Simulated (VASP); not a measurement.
# Pt (P6_3/mmc) in VASP: notebook

Runs on Pt. Level: LDA. Tasks: single point.

Program: VASP 6.6.1. These are calculated values, not measurements. Logs are shortened: lines on timing, memory, paths and dates and some standing lists are left out, and cuts for length are marked.

## 1. The cell of the first run

The structure is hexagonal, space group P6_3/mmc (No. 194). Conventional cell: a = 2.809 Å, b = 2.809 Å, c = 9.369 Å, α = 90.00°, β = 90.00°, γ = 120.00°. Within 3.7 Å of Pt (site symmetry -3m) lie 12 Pt at 2.81 to 2.85 Å. Within 3.7 Å of Pt (site symmetry -6m2) lie 12 Pt at 2.81 to 2.85 Å.

This isn't the form of Pt at room conditions, which is fcc.

## 2. Single point, LDA (16.00 Å³/atom)

Contents of INCAR:

```
PREC = Accurate
ENCUT = 520
EDIFF = 1E-7
ISMEAR = -1
SIGMA = 0.1
LREAL = False
LASPH = True
NELM = 100
ALGO = Normal
ISIF = 2
LWAVE = False
LCHARG = False
NBANDS = 28
```

Contents of KPOINTS:

```
regular mesh
0
Gamma
  17 17 5
```

Contents of POSCAR:

```
Pt
1.0
    2.8086844517      0.0000000000      0.0000000000
   -1.4043422258      2.4323920864      0.0000000000
    0.0000000000      0.0000000000      9.3689175616
Pt
4
Direct
    0.0000000000      0.0000000000      0.0000000000
    0.0000000000      0.0000000000      0.5000000000
    0.3333333333      0.6666666667      0.2500000000
    0.6666666667      0.3333333333      0.7500000000
```

Potentials or basis: VASP PAW LDA potentials, release 64 (Pt).

Started as:

```console
$ cat potpaw_LDA.64/Pt/POTCAR > POTCAR
$ mpirun -np 1 vasp_std > vasp.out
```

OUTCAR:

```text
PREC = Accurate
   ENCUT = 520
   EDIFF = 1E-7
   ISMEAR = -1
   LREAL = False
   LASPH = True
   NELM = 100
   ISIF = 2

 ion  position               nearest neighbor table
   1  0.000  0.000  0.000-   3 2.85   4 2.85   3 2.85   4 2.85   4 2.85   3 2.85
   2  0.000  0.000  0.500-   3 2.85   4 2.85   3 2.85   4 2.85   4 2.85   3 2.85
   3  0.333  0.667  0.250-   1 2.85   2 2.85   1 2.85   2 2.85   1 2.85   2 2.85
   4  0.667  0.333  0.750-   1 2.85   2 2.85   1 2.85   2 2.85   1 2.85   2 2.85

  LATTYP: Found a hexagonal cell.
 ALAT       =     2.8086844517
 C/A-ratio  =     3.3356960252

  Lattice vectors:

 A1 = (   2.8086844517,   0.0000000000,   0.0000000000)
 A2 = (  -1.4043422258,   2.4323920864,   0.0000000000)
 A3 = (   0.0000000000,   0.0000000000,   9.3689175616)

Analysis of symmetry for initial positions (statically):
=====================================================================
 Subroutine PRICEL returns:
 Original cell was already a primitive cell.

 Routine SETGRP: Setting up the symmetry group for a
 hexagonal supercell.

 Subroutine GETGRP returns: Found 24 space group operations
 (whereof 12 operations were pure point group operations)
 out of a pool of 24 trial point group operations.

The static configuration has the point symmetry D_3d.
 The point group associated with its full space group is D_6h.

Analysis of symmetry for dynamics (positions and initial velocities):
=====================================================================
 Subroutine PRICEL returns:
 Original cell was already a primitive cell.

 Routine SETGRP: Setting up the symmetry group for a
 hexagonal supercell.

 Subroutine GETGRP returns: Found 24 space group operations
 (whereof 12 operations were pure point group operations)
 out of a pool of 24 trial point group operations.

The dynamic configuration has the point symmetry D_3d.
 The point group associated with its full space group is D_6h.

 Subroutine INISYM returns: Found 24 space group operations
 (whereof 12 operations are pure point group operations),
 and found     1 'primitive' translations

----------------------------------------------------------------------------------------

                                     Primitive cell

  volume of cell :      64.0068

  direct lattice vectors                    reciprocal lattice vectors
     2.808684452  0.000000000  0.000000000     0.356038572  0.205558965  0.000000000
    -1.404342226  2.432392086  0.000000000     0.000000000  0.411117930  0.000000000
     0.000000000  0.000000000  9.368917562     0.000000000  0.000000000  0.106735916

  length of vectors
     2.808684452  2.808684452  9.368917562     0.411117930  0.411117930  0.106735916

  position of ions in fractional coordinates (direct lattice)
     0.000000000  0.000000000  0.000000000
     0.000000000  0.000000000  0.500000000
     0.333333333  0.666666667  0.250000000
     0.666666667  0.333333333  0.750000000

  ion indices of the primitive-cell ions
   primitive index   ion index
                 1           1
                 2           2
                 3           3
                 4           4

----------------------------------------------------------------------------------------

 KPOINTS: regular mesh

Automatic generation of k-mesh.
 Grid dimensions read from file:
 generate k-points for:   17   17    5

 Generating k-lattice:

  Cartesian coordinates                     Fractional coordinates (reciprocal lattice)
     0.020943445  0.012091704  0.000000000     0.058823529  0.000000000  0.000000000
     0.000000000  0.024183408  0.000000000     0.000000000  0.058823529  0.000000000
     0.000000000  0.000000000  0.021347183     0.000000000  0.000000000  0.200000000

  Length of vectors
     0.024183408  0.024183408  0.021347183

  Shift w.r.t. Gamma in fractional coordinates (k-lattice)
     0.000000000  0.000000000  0.000000000

 Subroutine IBZKPT returns following result:
 ===========================================

 Found     99 irreducible k-points:

 Following reciprocal coordinates:
            Coordinates               Weight
  0.000000  0.000000  0.000000      1.000000
  0.058824 -0.000000  0.000000      6.000000
  0.117647 -0.000000  0.000000      6.000000
  0.176471  0.000000  0.000000      6.000000
  0.235294 -0.000000  0.000000      6.000000
  0.294118  0.000000  0.000000      6.000000
[... 16 lines left out ...]
  0.411765  0.117647  0.000000     12.000000
  0.176471  0.176471  0.000000      6.000000
 [... further k-points ...]
   k-points           NKPTS =     99   k-points in BZ     NKDIM =     99   number of bands    NBANDS=     28
   number of dos      NEDOS =    301   number of ions     NIONS =      4
   total plane-waves  NPLWV =  40320
   dimension x,y,z NGX =    24 NGY =   24 NGZ =   70
   dimension x,y,z NGXF=    48 NGYF=   48 NGZF=  140
   ions per type =               4
   NGX,Y,Z   is equivalent  to a cutoff of  14.21, 14.21, 12.42 a.u.
   NGXF,Y,Z  is equivalent  to a cutoff of  28.41, 28.41, 24.84 a.u.
 SYSTEM =  unknown system
   PREC   = accura    normal or accurate (medium, high low for compatibility)
   ISTART =      0    job   : 0-new  1-cont  2-samecut
   ICHARG =      2    charge: 1-file 2-atom 10-const
   ISPIN  =      1    spin polarized calculation?
   LNONCOLLINEAR =      F non collinear calculations
   LSORBIT =      F    spin-orbit coupling
   LASPH  =      T    aspherical Exc in radial PAW
   ENCUT  =  520.0 eV  38.22 Ry    6.18 a.u.   5.22  5.22 17.42*2*pi/ulx,y,z
   NELM   =    100;   NELMIN=  2; NELMDL= -5     # of ELM steps
   EDIFF  = 0.1E-06   stopping-criterion for ELM
   LREAL  =      F    real-space projection
   EDIFFG = 0.1E-05   stopping-criterion for IOM
   NSW    =      0    number of steps for IOM
   IBRION =     -1    ionic relax: 0-MD 1-quasi-New 2-CG
   NFREE  =      0    steps in history (QN), initial steepest desc. (CG)
   ISIF   =      2    stress and relaxation
   ISYM   =      2    0-nonsym 1-usesym 2-fastsym
   POTIM  = 0.5000    time-step for ionic-motion
   TEBEG  =    0.0;   TEEND  =   0.0 temperature during run
   PSTRESS=    0.0 pullay stress
   NELECT =      40.0000    total number of electrons
   NUPDOWN=      -1.0000    fix difference up-down
   EMIN   =  10.00;   EMAX   =-10.00  energy-range for DOS
   EFERMI =   0.00;   METHOD = LEGACY
   ISMEAR =    -1;   SIGMA  =   0.10  broadening in eV -4-tet -1-fermi 0-gaus
   EFERMI_NEDOS =   21; number of points for ismear=-14 and -15
   IALGO  =     38    algorithm
   IMIX   =      4    mixing-type and parameters
     AMIX     =   0.40;   BMIX     =  1.00
     AMIX_MAG =   1.60;   BMIX_MAG =  1.00
  volume/ion in A,a.u.               =      16.00       107.98
  Fermi-wavevector in a.u.,A,eV,Ry     =   1.399650  2.644955 26.654095  1.959021
  Thomas-Fermi vector in A             =   2.522689
   LORBIT       =      0    0 simple, 1 ext, 2 COOP (PROOUT), +10 PAW based schemes
   GGA     = CA    functional components
   LHFCALC =     F    Hartree Fock is set to
   AEXX    =    0.0000 exact exchange contribution
   IVDW    =     0    specifies the selected vdW correction
   LEPSILON=     F    determine dielectric tensor
   LRPA    =     F    only Hartree local field effects (RPA)
 non-spin polarized calculation
  energy-cutoff  :      520.00
  volume of cell :       64.01
 maximum number of plane-waves:      1739
 NGX is ok and might be reduce to    24
   NGX = 11   NGY = 11   NGZ = 35

 number of electron      39.9999996 magnetization

 Free energy of the ion-electron system (eV)
  ---------------------------------------------------
  ext. energy  EPLUGINS =         0.00000000
  ---------------------------------------------------
  free energy    TOTEN  =       -29.72500626 eV

  energy without entropy =      -29.48699010  energy(sigma->0) =      -29.60599818

 E-fermi :  10.0299     XC(G=0): -13.3448

 val. band max:       10.0284566148   @ k =   0.4118   0.0000   0.2000
 cond. band min:      10.0381448585   @ k =   0.4706  -0.0000   0.0000
 fundamental gap:      0.0096882438
 Fermi energy:        10.0298729463

 k-point     1 :       0.0000    0.0000    0.0000
  band No.  band energies     occupation
      1       0.4211      2.00000
      2       2.2909      2.00000
      3       2.2985      2.00000
      4       3.1922      2.00000
      5       6.1819      2.00000
      6       6.2297      2.00000
[... 20 lines left out ...]
     27      22.7463      0.00000
     28      24.6756      0.00000

 k-point     2 :       0.0588   -0.0000    0.0000
  band No.  band energies     occupation
      1       0.5407      2.00000
      2       2.4057      2.00000
      3       2.4131      2.00000
      4       3.2994      2.00000
      5       6.0572      2.00000
      6       6.1645      2.00000
[... 20 lines left out ...]
     27      22.7916      0.00000
     28      24.8560      0.00000

 k-point     3 :       0.1176   -0.0000    0.0000
  band No.  band energies     occupation
      1       0.8902      2.00000
      2       2.7302      2.00000
      3       2.7372      2.00000
      4       3.6008      2.00000
      5       5.7880      2.00000
      6       5.9950      2.00000
[... 20 lines left out ...]
     27      22.9039      0.00000
     28      25.3226      0.00000

 k-point     4 :       0.1765    0.0000    0.0000
  band No.  band energies     occupation
      1       1.4387      2.00000
      2       3.1896      2.00000
      3       3.1958      2.00000
      4       4.0178      2.00000
      5       5.5060      2.00000
      6       5.7689      2.00000
[... 578 lines left out ...]
     27      17.7691      0.00000
     28      19.7015      0.00000

 k-point    23 :       0.4118    0.1176    0.0000
  band No.  band energies     occupation
      1       3.6416      2.00000
      2       3.7657      2.00000
      3       4.1479      2.00000
      4       4.5833      2.00000
      5       4.8924      2.00000
      6       5.2312      2.00000
[... 20 lines left out ...]
     27      17.6664      0.00000
     28      18.9258      0.00000

 k-point    24 :       0.1765    0.1765    0.0000
  band No.  band energies     occupation
      1       3.1328      2.00000
      2       4.1463      2.00000
      3       4.1587      2.00000
      4       5.0052      2.00000
      5       5.2359      2.00000
      6       5.3091      2.00000
[... 20 lines left out ...]
     27      20.9609      0.00000
     28      21.9620      0.00000

 [... further k-points ...]
[... 5 lines left out ...]
  --------------------------------------------------------------------------------------
  -------------------------------------------------------------------------------------
  Total       -7.4670593     -7.4670593     -7.1713842     -0.0000000     -0.0000000      0.0000000
  in kB     -186.9107292   -186.9107292   -179.5095764     -0.0000000     -0.0000000      0.0000000
  external PRESSURE =    -184.4436783 kB  Pullay stress =       0.0000000 kB

 VOLUME and BASIS-vectors are now :
 -----------------------------------------------------------------------------
  energy-cutoff  :      520.00
  volume of cell :       64.01
      direct lattice vectors                 reciprocal lattice vectors
     2.808684452  0.000000000  0.000000000     0.356038572  0.205558965  0.000000000
    -1.404342226  2.432392086  0.000000000     0.000000000  0.411117930  0.000000000
     0.000000000  0.000000000  9.368917562     0.000000000  0.000000000  0.106735916

 POSITION                                       TOTAL-FORCE (eV/Angst)
 -----------------------------------------------------------------------------------
      0.00000      0.00000      0.00000        -0.000000      0.000000      0.000000
      0.00000      0.00000      4.68446        -0.000000      0.000000      0.000000
     -0.00000      1.62159      2.34223         0.000000      0.000000     -0.000000
      1.40434      0.81080      7.02669         0.000000     -0.000000     -0.000000
 -----------------------------------------------------------------------------------
    total drift:                               -0.000000      0.000000      0.000000

  FREE ENERGIE OF THE ION-ELECTRON SYSTEM (eV)
  ---------------------------------------------------
  free  energy   TOTEN  =       -29.7250062627 eV

  energy  without entropy=      -29.4869900960  energy(sigma->0) =      -29.60599818
```

Run time: 3.8 min. Hardware: 1 thread of Intel Xeon 8259CL, shared host; peak memory 0.25 GiB.

What came out:

```
Free energy            : -29.7250 eV
Pressure               : -18.4 GPa
Band gap on the k mesh : zero (bands 20 and 21 overlap by 1.21 eV)
```

Levels at points of the mesh, in eV from the Fermi level:
| k point | band 16 | band 17 | band 18 | band 19 | band 20 | band 21 | band 22 | band 23 | band 24 | band 25 |
| --- | --- | --- | --- | --- | --- | --- | --- | --- | --- | --- |
| (0.00, 0.00, 0.00) | -1.81 | -1.81 | -1.25 | -1.25 | -0.83 | -0.83 | -0.42 | -0.11 | -0.11 | 5.07 |

Caveat: the cell stands under tension; spin-orbit coupling is left out, which moves the levels of the heavy elements.

## 3. Single point, LDA (16.59 Å³/atom)

This run uses another cell than the first one, of 16.59 Å³/atom.

Contents of INCAR:

```
  PREC = Accurate
  ENCUT = 520
  EDIFF = 1E-7
  ISMEAR = -1
  SIGMA = 0.1
  LREAL = False
  LASPH = True
  NELM = 80
  ALGO = Normal
  ISIF = 2
  LWAVE = False
  LCHARG = False
  GGA = CA
  NBANDS = 28
```

Contents of KPOINTS:

```
Automatic mesh
0
Gamma
  17 17 5
```

Contents of POSCAR:

```
Pt
1.0
    2.8429400772      0.0000000000      0.0000000000
   -1.4214700386      2.4620583283      0.0000000000
    0.0000000000      0.0000000000      9.4831839153
Pt
4
Direct
    0.0000000000      0.0000000000      0.0000000000
    0.0000000000      0.0000000000      0.5000000000
    0.3333333333      0.6666666667      0.2500000000
    0.6666666667      0.3333333333      0.7500000000
```

Potentials or basis: VASP PAW LDA potentials, release 64 (Pt).

Started as:

```console
$ cat potpaw_LDA.64/Pt/POTCAR > POTCAR
$ mpirun -np 1 vasp_std > vasp.out
```

OUTCAR:

```text
PREC = Accurate
   ENCUT = 520
   EDIFF = 1E-7
   ISMEAR = -1
   LREAL = False
   LASPH = True
   NELM = 80
   ISIF = 2
   GGA = CA

 ion  position               nearest neighbor table
   1  0.000  0.000  0.000-   3 2.88   4 2.88   4 2.88   3 2.88   4 2.88   3 2.88
   2  0.000  0.000  0.500-   3 2.88   4 2.88   4 2.88   3 2.88   4 2.88   3 2.88
   3  0.333  0.667  0.250-   1 2.88   2 2.88   1 2.88   2 2.88   1 2.88   2 2.88
   4  0.667  0.333  0.750-   1 2.88   2 2.88   1 2.88   2 2.88   1 2.88   2 2.88

  LATTYP: Found a hexagonal cell.
 ALAT       =     2.8429400772
 C/A-ratio  =     3.3356960252

  Lattice vectors:

 A1 = (   2.8429400772,   0.0000000000,   0.0000000000)
 A2 = (  -1.4214700386,   2.4620583283,   0.0000000000)
 A3 = (   0.0000000000,   0.0000000000,   9.4831839153)

Analysis of symmetry for initial positions (statically):
=====================================================================
 Subroutine PRICEL returns:
 Original cell was already a primitive cell.

 Routine SETGRP: Setting up the symmetry group for a
 hexagonal supercell.

 Subroutine GETGRP returns: Found 24 space group operations
 (whereof 12 operations were pure point group operations)
 out of a pool of 24 trial point group operations.

The static configuration has the point symmetry D_3d.
 The point group associated with its full space group is D_6h.

Analysis of symmetry for dynamics (positions and initial velocities):
=====================================================================
 Subroutine PRICEL returns:
 Original cell was already a primitive cell.

 Routine SETGRP: Setting up the symmetry group for a
 hexagonal supercell.

 Subroutine GETGRP returns: Found 24 space group operations
 (whereof 12 operations were pure point group operations)
 out of a pool of 24 trial point group operations.

The dynamic configuration has the point symmetry D_3d.
 The point group associated with its full space group is D_6h.
[... 115 lines left out ...]
   NUPDOWN=      -1.0000    fix difference up-down
   EMIN   =  10.00;   EMAX   =-10.00  energy-range for DOS
   EFERMI =   0.00;   METHOD = LEGACY
   ISMEAR =    -1;   SIGMA  =   0.10  broadening in eV -4-tet -1-fermi 0-gaus
   EFERMI_NEDOS =   21; number of points for ismear=-14 and -15
   IALGO  =     38    algorithm
   IMIX   =      4    mixing-type and parameters
     AMIX     =   0.40;   BMIX     =  1.00
     AMIX_MAG =   1.60;   BMIX_MAG =  1.00
  volume/ion in A,a.u.               =      16.59       111.98
  Fermi-wavevector in a.u.,A,eV,Ry     =   1.382785  2.613085 26.015635  1.912095
  Thomas-Fermi vector in A             =   2.507444
   LORBIT       =      0    0 simple, 1 ext, 2 COOP (PROOUT), +10 PAW based schemes
   GGA     = CA    functional components
   LHFCALC =     F    Hartree Fock is set to
   AEXX    =    0.0000 exact exchange contribution
   IVDW    =     0    specifies the selected vdW correction
   LEPSILON=     F    determine dielectric tensor
   LRPA    =     F    only Hartree local field effects (RPA)
 non-spin polarized calculation
  energy-cutoff  :      520.00
  volume of cell :       66.38
 maximum number of plane-waves:      1809
 NGX is ok and might be reduce to    24
   NGX = 11   NGY = 11   NGZ = 35

 number of electron      40.0000001 magnetization

 Free energy of the ion-electron system (eV)
  ---------------------------------------------------
  ext. energy  EPLUGINS =         0.00000000
  ---------------------------------------------------
  free energy    TOTEN  =       -29.40466574 eV

  energy without entropy =      -29.15515624  energy(sigma->0) =      -29.27991099

 E-fermi :   9.3774     XC(G=0): -13.1374

 val. band max:        9.3723836989   @ k =   0.4118   0.0000   0.2000
 cond. band min:       9.3799919017   @ k =   0.4706   0.0000   0.0000
 fundamental gap:      0.0076082028
 Fermi energy:         9.3774216003

 k-point     1 :       0.0000    0.0000    0.0000
  band No.  band energies     occupation
      1       0.1508      2.00000
      2       1.9695      2.00000
      3       1.9768      2.00000
      4       2.8869      2.00000
      5       5.7559      2.00000
      6       5.8014      2.00000
[... 733 lines left out ...]
     27      20.0612      0.00000
     28      21.0367      0.00000

 [... further k-points ...]
[... 5 lines left out ...]
  --------------------------------------------------------------------------------------
  -------------------------------------------------------------------------------------
  Total      -10.4234608    -10.4234608    -10.0155430     -0.0000000     -0.0000000      0.0000000
  in kB     -251.5951713   -251.5951713   -241.7490991     -0.0000000     -0.0000000      0.0000000
  external PRESSURE =    -248.3131473 kB  Pullay stress =       0.0000000 kB

 VOLUME and BASIS-vectors are now :
 -----------------------------------------------------------------------------
  energy-cutoff  :      520.00
  volume of cell :       66.38
      direct lattice vectors                 reciprocal lattice vectors
     2.842940077  0.000000000  0.000000000     0.351748532  0.203082110  0.000000000
    -1.421470039  2.462058328  0.000000000     0.000000000  0.406164220  0.000000000
     0.000000000  0.000000000  9.483183915     0.000000000  0.000000000  0.105449816

 POSITION                                       TOTAL-FORCE (eV/Angst)
 -----------------------------------------------------------------------------------
      0.00000      0.00000      0.00000        -0.000000      0.000000      0.000000
      0.00000      0.00000      4.74159        -0.000000      0.000000      0.000000
     -0.00000      1.64137      2.37080        -0.000000      0.000000      0.000000
      1.42147      0.82069      7.11239         0.000000     -0.000000     -0.000000
 -----------------------------------------------------------------------------------
    total drift:                               -0.000000      0.000000      0.000000

  FREE ENERGIE OF THE ION-ELECTRON SYSTEM (eV)
  ---------------------------------------------------
  free  energy   TOTEN  =       -29.4046657383 eV

  energy  without entropy=      -29.1551562431  energy(sigma->0) =      -29.27991099
```

Run time: 4.1 min. Hardware: 1 thread of Intel Xeon 8259CL, shared host; peak memory 0.26 GiB.

Results:

```
Free energy            : -29.4047 eV
Pressure               : -24.8 GPa
Band gap on the k mesh : zero (bands 20 and 21 overlap by 1.13 eV)
```

Stress tensor (GPa, compression positive):
```
-25.16   0.00   0.00
  0.00 -25.16   0.00
  0.00   0.00 -24.17
```

Caveat: the cell stands under tension; spin-orbit coupling is left out, which moves the levels of the heavy elements.
